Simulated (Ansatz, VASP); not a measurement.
## One calculation of AlRu, two programs

```
CELL_PARAMETERS angstrom
2.92928 0.00000 0.00000
0.00000 2.92928 0.00000
0.00000 0.00000 2.92928
ATOMIC_POSITIONS crystal
Al 0.00000 0.00000 0.00000
Ru 0.50000 0.50000 0.50000
```

Alike in both runs: task single point; functional r2SCAN; k mesh 14 × 14 × 14; occupations gaussian, width 0.1 eV; no spin polarisation.

```csv
,VASP,Ansatz
version,VASP 6.6.1,Ansatz 0.2.0
potentials or method,"VASP PAW PBE potentials, release 64 (Al, Ru_pv), cutoff 520 eV","scalar-relativistic, plane waves, PAW"
valence electrons in the cell,17,19
```

|  | VASP | Ansatz | Ansatz less VASP |
| --- | --- | --- | --- |
| gap on the k mesh at the Fermi level (eV) | none | none | - |
| pressure (GPa) | 13.7 | 13.4 | -0.26 |

VASP's potentials were made for PBE, not for r2SCAN. A gap of «none» marks a metal or a gap that the smearing closes. VASP's potentials hold 17 valence electrons a cell and Ansatz's 19, so a difference there can come from the potentials and not from the codes.
